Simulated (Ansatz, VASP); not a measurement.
**Al2Ru in VASP and in Ansatz**

Contents of INCAR:

```
PREC = Accurate
ENCUT = 520
EDIFF = 1E-6
ISMEAR = 0
SIGMA = 0.03
LREAL = F
LASPH = T
NELM = 100
ALGO = Fast
ISIF = 2
LWAVE = F
LCHARG = T
GGA = PS
LELF = T
LVHAR = T
NBANDS = 29
```

File KPOINTS:

```
regular mesh
0
Gamma
  10 10 10
```

File POSCAR:

```
Al2Ru
1.0
    0.0000000000      4.0474627612      4.5166317292
    2.3858276288      0.0000000000      4.5166317292
    2.3858276288      4.0474627612      0.0000000000
Al Ru
4 2
Direct
    0.0789481736      0.4210518264      0.0789481736
    0.4210518264      0.0789481736      0.4210518264
    0.1710518264      0.8289481736      0.1710518264
    0.8289481736      0.1710518264      0.8289481736
    0.7500000000      0.7500000000      0.7500000000
    0.5000000000      0.5000000000      0.5000000000
```

Input for Ansatz:

```yaml
crystal:
  lattice:
    - [0.0, 4.0474627612, 4.5166317292]
    - [2.3858276288, 0.0, 4.5166317292]
    - [2.3858276288, 4.0474627612, 0.0]
  atoms:
    - { symbol: Al, position: [0.0789481736, 0.4210518264, 0.0789481736] }
    - { symbol: Al, position: [0.4210518264, 0.0789481736, 0.4210518264] }
    - { symbol: Al, position: [0.1710518264, 0.8289481736, 0.1710518264] }
    - { symbol: Al, position: [0.8289481736, 0.1710518264, 0.8289481736] }
    - { symbol: Ru, position: [0.75, 0.75, 0.75] }
    - { symbol: Ru, position: [0.5, 0.5, 0.5] }
basis:
  ecutwfc: 420
kpoints:
  mp_grid: { grid: [10, 10, 10] }
hamiltonian:
  xc: pbesol
scf:
  occupations: { method: gaussian, width: 0.03 }
output:
  forces: true
  stress: true
  eigenvalues: true
```

Change from the starting cell: strain +0.015 along x and y, +0.030 along z, atoms carried along.

Alike in both runs: task single point; functional PBEsol; k mesh 10 × 10 × 10; occupations gaussian, width 0.03 eV; no spin polarisation.

|  | VASP | Ansatz |
| --- | --- | --- |
| version | VASP 6.6.1 | Ansatz 0.2.0 |
| potentials or method | VASP PAW PBE potentials, release 64 (Al, Ru_pv), cutoff 520 eV | scalar-relativistic, plane waves, PAW |
| valence electrons in the cell | 40 | 44 |

Ansatz gave:

```
gap on the k mesh at the Fermi level (eV)                     : none
pressure (GPa)                                                : -9.6
traceless stress, the component that is largest in VASP (GPa) : -2.83
rms of the force components (eV/Å)                            : 0.017
```

Task: Estimate VASP's values.

Result: gap on the k mesh at the Fermi level (eV): none; pressure (GPa): -9.5; traceless stress, the component that is largest in VASP (GPa): -2.82; rms of the force components (eV/Å): 0.017.

VASP's potentials were made for PBE, not for PBEsol. Atom by atom the forces differ by 0.000 eV/Å (rms over components). A gap of «none» marks a metal or a gap that the smearing closes. VASP's potentials hold 40 valence electrons a cell and Ansatz's 44, so a difference there can come from the potentials and not from the codes.
